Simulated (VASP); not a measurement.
# ZnRe (P1) in VASP: a series of runs

ZnRe is run at these levels: revPBE; tasks: single point.

Everything below comes from runs of VASP 6.6.1. Logs are shortened: lines on timing, memory, paths and dates and some standing lists are left out, and cuts for length are marked.

### 1 The cell of the first run

The typed cell holds 2 atoms: a = 2.759 Å, b = 2.732 Å, c = 4.514 Å, α = 90.09°, β = 90.11°, γ = 119.84°.

### 2 Single point, revPBE

INCAR reads:

```
SYSTEM = ZnRe
PREC     = Accurate       ! precision mode
ENCUT    = 520            ! plane-wave cutoff, eV
EDIFF    = 1E-6           ! SCF threshold, eV
ISMEAR   = -1             ! smearing method
SIGMA    = 0.02           ! smearing width, eV
LREAL    = .FALSE.        ! projectors in reciprocal space
LASPH    = .TRUE.         ! aspherical terms in the spheres
NELM     = 100            ! most SCF steps
ALGO     = Normal         ! electronic algorithm
ISIF     = 2              ! what is computed and relaxed
LWAVE    = .FALSE.        ! write WAVECAR
LCHARG   = .FALSE.        ! write CHGCAR
GGA      = RE             ! functional
NBANDS   = 16             ! bands
```

KPOINTS reads:

```
Automatic mesh
0
G
  8 8 5
  0 0 0
```

POSCAR reads:

```
ZnRe
1.0
    2.7590400000      0.0114900000     -0.0027400000
   -1.3695700000      2.3643500000     -0.0020500000
   -0.0044800000     -0.0064700000      4.5135400000
Zn Re
1 1
Direct
    0.0149814666      0.0129648693      0.0514043740
    0.3758500000      0.7058400000      0.5251400000
```

Potentials or basis: VASP PAW PBE potentials, release 64 (Zn, Re).

Command:

```bash
$ cat potpaw_PBE.64/Zn/POTCAR potpaw_PBE.64/Re/POTCAR > POTCAR
$ mpirun -np 1 vasp_std > vasp.out
```

OUTCAR:

```text
SYSTEM = ZnRe
   PREC = Accurate
   ENCUT = 520
   EDIFF = 1E-6
   ISMEAR = -1
   LREAL = .FALSE.
   LASPH = .TRUE.
   NELM = 100
   ISIF = 2
   GGA = RE

 ion  position               nearest neighbor table
   1  0.015  0.013  0.051-   2 2.63   2 2.66   2 2.69   2 2.82   2 2.86   2 2.89
   2  0.376  0.706  0.525-   1 2.63   1 2.66   1 2.69   1 2.82   1 2.86   1 2.89

  LATTYP: Found a triclinic cell.
 ALAT       =     2.7523200269
 B/A-ratio  =     0.9927536404
 C/A-ratio  =     1.6399062669
 COS(alpha) =     0.0014931377
 COS(beta)  =     0.0034788153
 COS(gamma) =     0.4939051528

  Lattice vectors:

 A1 = (  -1.3894700000,  -2.3758400000,   0.0047900000)
 A2 = (   1.3695700000,  -2.3643500000,   0.0020500000)
 A3 = (  -0.0044800000,  -0.0064700000,   4.5135400000)

Analysis of symmetry for initial positions (statically):
=====================================================================
 Subroutine PRICEL returns:
 Original cell was already a primitive cell.

 Routine SETGRP: Setting up the symmetry group for a
 triclinic supercell.

 Subroutine GETGRP returns: Found  1 space group operations
 (whereof  1 operations were pure point group operations)
 out of a pool of  2 trial point group operations.

The static configuration has the point symmetry C_1 .

Analysis of symmetry for dynamics (positions and initial velocities):
=====================================================================
 Subroutine PRICEL returns:
 Original cell was already a primitive cell.

 Routine SETGRP: Setting up the symmetry group for a
 triclinic supercell.

 Subroutine GETGRP returns: Found  1 space group operations
 (whereof  1 operations were pure point group operations)
 out of a pool of  2 trial point group operations.

The dynamic configuration has the point symmetry C_1 .

 Subroutine INISYM returns: Found  1 space group operations
 (whereof  1 operations are pure point group operations),
 and found     1 'primitive' translations

----------------------------------------------------------------------------------------

                                     Primitive cell

  volume of cell :      29.5143

  direct lattice vectors                    reciprocal lattice vectors
     2.759040000  0.011490000 -0.002740000     0.361573331  0.209445022  0.000659119
    -1.369570000  2.364350000 -0.002050000    -0.001756535  0.421932260  0.000603081
    -0.004480000 -0.006470000  4.513540000     0.000218700  0.000318783  0.221556260

  length of vectors
     2.759065285  2.732375726  4.513546861     0.417855149  0.421936347  0.221556597

  position of ions in fractional coordinates (direct lattice)
     0.014981467  0.012964869  0.051404374
     0.375850000  0.705840000  0.525140000

  ion indices of the primitive-cell ions
   primitive index   ion index
                 1           1
                 2           2

----------------------------------------------------------------------------------------

 KPOINTS: Automatic mesh

Automatic generation of k-mesh.
 Grid dimensions read from file:
 generate k-points for:    8    8    5

 Generating k-lattice:

  Cartesian coordinates                     Fractional coordinates (reciprocal lattice)
     0.045196666  0.026180628  0.000082390     0.125000000 -0.000000000 -0.000000000
    -0.000219567  0.052741533  0.000075385    -0.000000000  0.125000000  0.000000000
     0.000043740  0.000063757  0.044311252     0.000000000 -0.000000000  0.200000000

  Length of vectors
     0.052231894  0.052742043  0.044311319

  Shift w.r.t. Gamma in fractional coordinates (k-lattice)
     0.000000000  0.000000000  0.000000000

 Subroutine IBZKPT returns following result:
 ===========================================

 Found    162 irreducible k-points:

 Following reciprocal coordinates:
            Coordinates               Weight
  0.000000  0.000000  0.000000      1.000000
  0.125000 -0.000000  0.000000      2.000000
  0.250000 -0.000000  0.000000      2.000000
  0.375000 -0.000000 -0.000000      2.000000
  0.500000 -0.000000  0.000000      1.000000
  0.000000  0.125000  0.000000      2.000000
[... 16 lines left out ...]
  0.125000  0.375000  0.000000      2.000000
  0.250000  0.375000  0.000000      2.000000
 [... further k-points ...]
   k-points           NKPTS =    162   k-points in BZ     NKDIM =    162   number of bands    NBANDS=     16
   number of dos      NEDOS =    301   number of ions     NIONS =      2
   total plane-waves  NPLWV =  17280
   dimension x,y,z NGX =    24 NGY =   20 NGZ =   36
   dimension x,y,z NGXF=    48 NGYF=   40 NGZF=   72
   ions per type =               1   1
   NGX,Y,Z   is equivalent  to a cutoff of  14.46, 12.17, 13.26 a.u.
   NGXF,Y,Z  is equivalent  to a cutoff of  28.92, 24.34, 26.52 a.u.
 SYSTEM =  ZnRe
   PREC   = accura    normal or accurate (medium, high low for compatibility)
   ISTART =      0    job   : 0-new  1-cont  2-samecut
   ICHARG =      2    charge: 1-file 2-atom 10-const
   ISPIN  =      1    spin polarized calculation?
   LNONCOLLINEAR =      F non collinear calculations
   LSORBIT =      F    spin-orbit coupling
   LASPH  =      T    aspherical Exc in radial PAW
   ENCUT  =  520.0 eV  38.22 Ry    6.18 a.u.   5.13  5.08  8.39*2*pi/ulx,y,z
   NELM   =    100;   NELMIN=  2; NELMDL= -5     # of ELM steps
   EDIFF  = 0.1E-05   stopping-criterion for ELM
   LREAL  =      F    real-space projection
[... 7 lines left out ...]
   TEBEG  =    0.0;   TEEND  =   0.0 temperature during run
   PSTRESS=    0.0 pullay stress
   NELECT =      19.0000    total number of electrons
   NUPDOWN=      -1.0000    fix difference up-down
   EMIN   =  10.00;   EMAX   =-10.00  energy-range for DOS
   EFERMI =   0.00;   METHOD = LEGACY
   ISMEAR =    -1;   SIGMA  =   0.02  broadening in eV -4-tet -1-fermi 0-gaus
   EFERMI_NEDOS =   21; number of points for ismear=-14 and -15
   IALGO  =     38    algorithm
   IMIX   =      4    mixing-type and parameters
     AMIX     =   0.40;   BMIX     =  1.00
     AMIX_MAG =   1.60;   BMIX_MAG =  1.00
  volume/ion in A,a.u.               =      14.76        99.59
  Fermi-wavevector in a.u.,A,eV,Ry     =   1.413563  2.671248 27.186641  1.998162
  Thomas-Fermi vector in A             =   2.535196
   LORBIT       =      0    0 simple, 1 ext, 2 COOP (PROOUT), +10 PAW based schemes
   GGA     = RE    functional components
   LHFCALC =     F    Hartree Fock is set to
   AEXX    =    0.0000 exact exchange contribution
   IVDW    =     0    specifies the selected vdW correction
   LEPSILON=     F    determine dielectric tensor
   LRPA    =     F    only Hartree local field effects (RPA)
 non-spin polarized calculation
  energy-cutoff  :      520.00
  volume of cell :       29.51
 maximum number of plane-waves:       804
 NGX is ok and might be reduce to    24
   NGX = 11   NGY = 11   NGZ = 17

 number of electron      18.9999995 magnetization

 Free energy of the ion-electron system (eV)
  ---------------------------------------------------
  ext. energy  EPLUGINS =         0.00000000
  ---------------------------------------------------
  free energy    TOTEN  =       -12.17889123 eV

  energy without entropy =      -12.17676096  energy(sigma->0) =      -12.17782610

 E-fermi :   5.5089     XC(G=0): -12.6992

 val. band max:        5.4939904992   @ k =   0.3750  -0.1250   0.4000
 cond. band min:       5.5177461253   @ k =   0.0000   0.5000   0.4000
 fundamental gap:      0.0237556261
 Fermi energy:         5.5089076446

 k-point     1 :       0.0000    0.0000    0.0000
  band No.  band energies     occupation
      1      -4.6583      2.00000
      2      -2.3562      2.00000
      3      -1.7538      2.00000
      4      -1.7125      2.00000
      5      -1.3703      2.00000
      6      -1.3358      2.00000
[... 8 lines left out ...]
     15      22.5571      0.00000
     16      23.2426      0.00000

 k-point     2 :       0.1250   -0.0000    0.0000
  band No.  band energies     occupation
      1      -4.1630      2.00000
      2      -2.2052      2.00000
      3      -1.8002      2.00000
      4      -1.6260      2.00000
      5      -1.4742      2.00000
      6      -1.3609      2.00000
[... 8 lines left out ...]
     15      20.8616      0.00000
     16      21.5977      0.00000

 k-point     3 :       0.2500   -0.0000    0.0000
  band No.  band energies     occupation
      1      -2.9011      2.00000
      2      -2.0569      2.00000
      3      -1.7465      2.00000
      4      -1.6665      2.00000
      5      -1.4291      2.00000
      6      -1.3998      2.00000
[... 8 lines left out ...]
     15      18.4107      0.00000
     16      20.8199      0.00000

 k-point     4 :       0.3750   -0.0000   -0.0000
  band No.  band energies     occupation
      1      -2.3655      2.00000
      2      -1.9721      2.00000
      3      -1.8104      2.00000
      4      -1.4807      2.00000
      5      -1.1800      2.00000
      6      -0.5906      2.00000
[... 8 lines left out ...]
     15      16.5885      0.00000
     16      18.8025      0.00000

 k-point     5 :       0.5000   -0.0000    0.0000
  band No.  band energies     occupation
      1      -2.4002      2.00000
      2      -2.0654      2.00000
      3      -1.7354      2.00000
      4      -1.5053      2.00000
      5      -1.0823      2.00000
      6       0.1486      2.00000
[... 8 lines left out ...]
     15      15.7711      0.00000
     16      16.8193      0.00000

 k-point     6 :       0.0000    0.1250    0.0000
  band No.  band energies     occupation
      1      -4.1555      2.00000
      2      -2.2064      2.00000
      3      -1.7713      2.00000
      4      -1.6535      2.00000
      5      -1.4543      2.00000
      6      -1.3915      2.00000
[... 8 lines left out ...]
     15      20.4684      0.00000
     16      21.4344      0.00000
[... 267 lines left out ...]
 k-point    21 :      -0.1250    0.2500    0.0000
  band No.  band energies     occupation
      1      -3.2394      2.00000
      2      -2.0152      2.00000
      3      -1.8628      2.00000
      4      -1.6386      2.00000
      5      -1.4473      2.00000
      6      -1.4298      2.00000
[... 8 lines left out ...]
     15      16.7531      0.00000
     16      21.7745      0.00000

 k-point    22 :       0.0000    0.3750    0.0000
  band No.  band energies     occupation
      1      -2.3798      2.00000
      2      -2.0042      2.00000
      3      -1.8626      2.00000
      4      -1.5189      2.00000
      5      -1.1788      2.00000
      6      -0.4727      2.00000
[... 8 lines left out ...]
     15      16.2241      0.00000
     16      19.0740      0.00000

 k-point    23 :       0.1250    0.3750    0.0000
  band No.  band energies     occupation
      1      -2.2824      2.00000
      2      -2.0567      2.00000
      3      -1.7498      2.00000
      4      -1.5935      2.00000
      5      -1.2907      2.00000
      6       0.6129      2.00000
[... 8 lines left out ...]
     15      13.4557      0.00000
     16      18.2627      0.00000

 k-point    24 :       0.2500    0.3750    0.0000
  band No.  band energies     occupation
      1      -2.0401      2.00000
      2      -2.0208      2.00000
      3      -1.7059      2.00000
      4      -1.6586      2.00000
      5      -1.5667      2.00000
      6       2.0986      2.00000
[... 8 lines left out ...]
     15      16.6181      0.00000
     16      16.9933      0.00000

 [... further k-points ...]
[... 5 lines left out ...]
  --------------------------------------------------------------------------------------
  -------------------------------------------------------------------------------------
  Total        0.3527439      0.6244318      0.1151345     -0.1746638     -0.0278538     -0.0136014
  in kB       19.1486417     33.8971715      6.2500573     -9.4815937     -1.5120394     -0.7383508
  external PRESSURE =      19.7652902 kB  Pullay stress =       0.0000000 kB

 VOLUME and BASIS-vectors are now :
 -----------------------------------------------------------------------------
  energy-cutoff  :      520.00
  volume of cell :       29.51
      direct lattice vectors                 reciprocal lattice vectors
     2.759040000  0.011490000 -0.002740000     0.361573331  0.209445022  0.000659119
    -1.369570000  2.364350000 -0.002050000    -0.001756535  0.421932260  0.000603081
    -0.004480000 -0.006470000  4.513540000     0.000218700  0.000318783  0.221556260

 POSITION                                       TOTAL-FORCE (eV/Angst)
 -----------------------------------------------------------------------------------
      0.02335      0.03049      0.23195         0.074467      0.100330     -1.136723
      0.06794      1.66977      2.36776        -0.074467     -0.100330      1.136723
 -----------------------------------------------------------------------------------
    total drift:                                0.000846     -0.000114      0.000237

  FREE ENERGIE OF THE ION-ELECTRON SYSTEM (eV)
  ---------------------------------------------------
  free  energy   TOTEN  =       -12.1788912312 eV

  energy  without entropy=      -12.1767609603  energy(sigma->0) =      -12.17782610
```

Run time: 48 s. Hardware: 1 thread of Intel Xeon Platinum 8259CL at 2.50GHz (Skylake/Cascade Lake), shared host; peak memory 0.21 GiB.

Results:

```yaml
Free_energy: -12.1789 eV
Pressure: 2.0 GPa
Largest_force: 1.144 eV/Å
```

Forces on the atoms (eV/Å):
```
Zn   0.074  0.100 -1.137
Re  -0.074 -0.100  1.137
```

Stress tensor (GPa, compression positive):
```
 1.91 -0.95 -0.07
-0.95  3.39 -0.15
-0.07 -0.15  0.63
```

Caveat: the PAW data sets were made with another functional, which shifts forces and pressure a little; spin-orbit coupling is left out, which moves the levels of the heavy elements.

### 3 Single point, revPBE

INCAR, as its differences from that of step 2:

```diff
@@ -8,3 +8,3 @@
 LASPH    = .TRUE.         ! aspherical terms in the spheres
-NELM     = 100            ! most SCF steps
+NELM     = 80             ! most SCF steps
 ALGO     = Normal         ! electronic algorithm
@@ -12,4 +12,6 @@
 LWAVE    = .FALSE.        ! write WAVECAR
-LCHARG   = .FALSE.        ! write CHGCAR
+LCHARG   = .TRUE.         ! write CHGCAR
 GGA      = RE             ! functional
+LELF     = .TRUE.         ! ELF
+LVHAR    = .TRUE.       
 NBANDS   = 16             ! bands
```

KPOINTS reads:

```
regular mesh
0
G
  8 8 5
  0 0 0
```

POSCAR, as its differences from that of step 2:

```diff
@@ -8,3 +8,3 @@
 Direct
-    0.0149814666      0.0129648693      0.0514043740
+    0.0005185334      0.0130351307      0.0513956260
     0.3758500000      0.7058400000      0.5251400000
```

Potentials or basis: VASP PAW PBE potentials, release 64 (Zn, Re).

Command:

```bash
$ cat potpaw_PBE.64/Zn/POTCAR potpaw_PBE.64/Re/POTCAR > POTCAR
$ mpirun -np 1 vasp_std > vasp.out
```

It took 46 s on 1 thread of Intel Xeon Platinum 8259CL at 2.50GHz (Skylake/Cascade Lake), shared host; peak memory 0.21 GiB.

Results (log left out):

- Free energy: -12.1743 eV
- Pressure: 2.0 GPa
- Largest force: 1.159 eV/Å

Forces in eV/Å, atoms in the order of the input:
```
Zn   0.157  0.110 -1.143
Re  -0.157 -0.110  1.143
```

Stress tensor (GPa, compression positive):
```
 1.92 -0.79 -0.41
-0.79  3.33 -0.19
-0.41 -0.19  0.88
```

Levels at points of the mesh, in eV from the Fermi level:
| k point | band 8 | band 9 | band 10 | band 11 | band 12 | band 13 |
| --- | --- | --- | --- | --- | --- | --- |
| (0.00, 0.00, 0.00) | -1.48 | -1.30 | -1.06 | 1.74 | 1.80 | 4.65 |
| (0.50, 0.00, 0.00) | -3.28 | -1.56 | 0.88 | 4.19 | 4.91 | 6.49 |
| (0.00, 0.50, 0.00) | -3.09 | -1.49 | 0.74 | 4.24 | 5.02 | 6.12 |
| (0.50, 0.50, 0.00) | -3.13 | -1.52 | 0.77 | 4.22 | 5.00 | 6.19 |

Caveat: the PAW data sets were made with another functional, which shifts forces and pressure a little; spin-orbit coupling is left out, which moves the levels of the heavy elements.

### 4 Single point, revPBE

This run uses another cell than the first one, of 14.83 Å³/atom, 1.005 times its volume.

INCAR reads:

```
SYSTEM = ZnRe
PREC     = Accurate       ! precision mode
ENCUT    = 520            ! plane-wave cutoff, eV
EDIFF    = 1E-6           ! SCF threshold, eV
ISMEAR   = -1             ! smearing method
SIGMA    = 0.02           ! smearing width, eV
LREAL    = .False.        ! projectors in reciprocal space
LASPH    = .True.         ! aspherical terms in the spheres
NELM     = 60             ! most SCF steps
ALGO     = Normal         ! electronic algorithm
ISIF     = 2              ! what is computed and relaxed
LWAVE    = .False.        ! write WAVECAR
LCHARG   = .False.        ! write CHGCAR
GGA      = RE             ! functional
NBANDS   = 16             ! bands
```

KPOINTS reads:

```
Automatic mesh
0
Gamma
  8 8 5
  0 0 0
```

POSCAR reads:

```
ZnRe
1.0
    2.7636307572      0.0115091182     -0.0027445591
   -1.3718488228      2.3682840339     -0.0020534110
   -0.0044874543     -0.0064807654      4.5210500638
Zn Re
1 1
Direct
    0.0077500000      0.0130000000      0.0514000000
    0.3758500000      0.7058400000      0.5251400000
```

Command:

```bash
$ cat potpaw_PBE.64/Zn/POTCAR potpaw_PBE.64/Re/POTCAR > POTCAR
$ mpirun -np 1 vasp_std > vasp.out
```

It took 46 s on 1 thread of Intel Xeon Platinum 8259CL at 2.50GHz (Skylake/Cascade Lake), shared host; peak memory 0.21 GiB.

Results (log left out):

```
Free energy   : -12.1784 eV
Pressure      : 0.9 GPa
Largest force : 1.125 eV/Å
```

Forces in eV/Å, atoms in the order of the input:
```
Zn   0.114  0.103 -1.114
Re  -0.114 -0.103  1.114
```

Stress tensor (GPa, compression positive):
```
 0.75 -0.87 -0.24
-0.87  2.21 -0.16
-0.24 -0.16 -0.22
```

Levels at points of the mesh, in eV from the Fermi level:
```tsv
k point	band 8	band 9	band 10	band 11	band 12	band 13
(0.00, 0.00, 0.00)	-1.47	-1.29	-1.05	1.73	1.78	4.61
(0.50, 0.00, 0.00)	-3.24	-1.57	0.87	4.16	4.89	6.43
(0.00, 0.50, 0.00)	-3.07	-1.49	0.74	4.21	4.99	6.09
(0.50, 0.50, 0.00)	-3.12	-1.51	0.77	4.19	4.96	6.22
```

Caveat: the PAW data sets were made with another functional, which shifts forces and pressure a little; spin-orbit coupling is left out, which moves the levels of the heavy elements.
